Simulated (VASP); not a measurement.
Here is a VASP 6.6.1 calculation.

The input INCAR:

```
  PREC = Accurate
  ENCUT = 520
  EDIFF = 1E-6
  ISMEAR = -1
  SIGMA = 0.05
  LREAL = False
  LASPH = True
  NELM = 60
  ALGO = Normal
  ISIF = 2
  LWAVE = False
  LCHARG = False
  GGA = PS
  NBANDS = 16
```

The input KPOINTS:

```
regular mesh
0
Gamma
  7 7 5
```

POSCAR

```
Te
1.0
    3.8952160867     -2.1903349161      0.0000000000
    3.8952160867      2.1903349161      0.0000000000
   -0.0961401773      0.0000000000      6.0932986579
Te
3
Direct
    0.0000000000      0.0000000000      0.0000000000
    0.3094466100      0.3094466100      0.3388094900
    0.6905533900      0.6905533900      0.6611905100
```

Potentials or basis: VASP PAW PBE potentials, release 64 (Te).

Command:

```sh
$ cat potpaw_PBE.64/Te/POTCAR > POTCAR
$ mpirun -np 1 vasp_std > vasp.out
```

Task: Estimate the pressure.

Result: -4.3 GPa.

Task: Predict the band gap on the k mesh.

Result: 0.08 eV (least direct gap 0.21 eV).

Task: Estimate the largest force.

Result: 0.056 eV/Å.

Stress tensor (GPa, compression positive):
```
-3.94  0.00 -0.02
 0.00 -3.88  0.00
-0.02  0.00 -4.95
```

Caveat: the cell stands under tension; the PAW data sets were made with another functional, which shifts forces and pressure a little; spin-orbit coupling is left out, which moves the levels of the heavy elements; an odd mesh through Γ misses points on the zone boundary, where band edges can lie.
